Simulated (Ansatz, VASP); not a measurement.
**Two plane-wave programs on BN**

The input INCAR:

```
SYSTEM = BN
ALGO = Normal
EDIFF = 1E-6
ENCUT = 520
GGA = PS
ISIF = 2
ISMEAR = 0
LASPH = .TRUE.
LCHARG = .FALSE.
LREAL = .FALSE.
LWAVE = .FALSE.
NBANDS = 16
NELM = 60
PREC = Accurate
SIGMA = 0.05
```

Contents of KPOINTS:

```
k-points
0
G
  12 12 4
  0 0 0
```

POSCAR

```
BN
1.0
    2.3421149902      0.0000000000      0.0000000000
   -1.1710574951      2.0283310801      0.0000000000
    0.0000000000      0.0000000000      7.0736556934
B N
2 2
Direct
    0.3333333333      0.6666666667      0.2500000000
    0.6666666667      0.3333333333      0.7500000000
    0.3333333333      0.6666666667      0.7500000000
    0.6666666667      0.3333333333      0.2500000000
```

Input for Ansatz:

```yaml
crystal:
  lattice:
    - [2.3421149902, 0.0, 0.0]
    - [-1.1710574951, 2.0283310801, 0.0]
    - [0.0, 0.0, 7.0736556934]
  atoms:
    - { symbol: B, position: [0.3333333333, 0.6666666667, 0.25] }
    - { symbol: B, position: [0.6666666667, 0.3333333333, 0.75] }
    - { symbol: "N", position: [0.3333333333, 0.6666666667, 0.75] }
    - { symbol: "N", position: [0.6666666667, 0.3333333333, 0.25] }
basis:
  ecutwfc: 520.0
kpoints:
  mp_grid: { grid: [12, 12, 4] }
hamiltonian:
  xc: pbesol
  pseudopotentials: { kind: paw, azcp: { folder: soft_1 } }
scf:
  occupations: { method: gaussian, width: 0.05 }
output:
  forces: true
  stress: true
  eigenvalues: true
```

Alike in both runs: task single point; functional PBEsol; k mesh 12 × 12 × 4; occupations gaussian, width 0.05 eV; no spin polarisation.

|  | VASP | Ansatz |
| --- | --- | --- |
| version | VASP 6.6.1 | Ansatz 0.2.0 |
| potentials or method | VASP PAW PBE potentials, release 64 (B, N), cutoff 520 eV | scalar-relativistic, plane waves, PAW |
| valence electrons in the cell | 16 | 16 |

```csv
,VASP,Ansatz,Ansatz less VASP
gap on the k mesh at the Fermi level (eV),4.51,4.52,+0.009
least direct gap on the mesh (eV),5.09,5.09,+0.003
```

VASP's potentials were made for PBE, not for PBEsol, and Ansatz warns of the same on its side.
